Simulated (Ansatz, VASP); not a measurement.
SbP5 in VASP and in Ansatz

```
CELL_PARAMETERS angstrom
0.00000 3.93986 3.93986
3.93986 0.00000 3.93986
3.93986 3.93986 0.00000
ATOMIC_POSITIONS crystal
Sb 0.00000 0.00000 0.00000
P 0.25000 0.25000 0.25000
P 0.62377 0.12868 0.62377
P 0.62377 0.62377 0.12868
P 0.62377 0.62377 0.62377
P 0.12868 0.62377 0.62377
```

Change from the starting cell: species swapped into the TbCu5 type (F-43m, No. 216).

Alike in both runs: task single point; functional PBE; k mesh 4 × 4 × 4; occupations gaussian, width 0.1 eV; no spin polarisation.

|  | VASP | Ansatz |
| --- | --- | --- |
| version | VASP 6.6.1 | Ansatz 0.2.0 |
| potentials or method | VASP PAW PBE potentials, release 64 (Sb, P), cutoff 520 eV | scalar-relativistic, plane waves, PAW |
| valence electrons in the cell | 30 | 40 |

```csv
,VASP,Ansatz,Ansatz less VASP
gap on the k mesh at the Fermi level (eV),none,none,-
pressure (GPa),-10.6,-10.5,+0.12
rms of the force components (eV/Å),0.058,0.058,-0.0001
```

Atom by atom the forces differ by 0.000 eV/Å (rms over components). A gap of «none» marks a metal or a gap that the smearing closes. VASP's potentials hold 30 valence electrons a cell and Ansatz's 40, so a difference there can come from the potentials and not from the codes.

Neither program's run includes spin-orbit coupling.
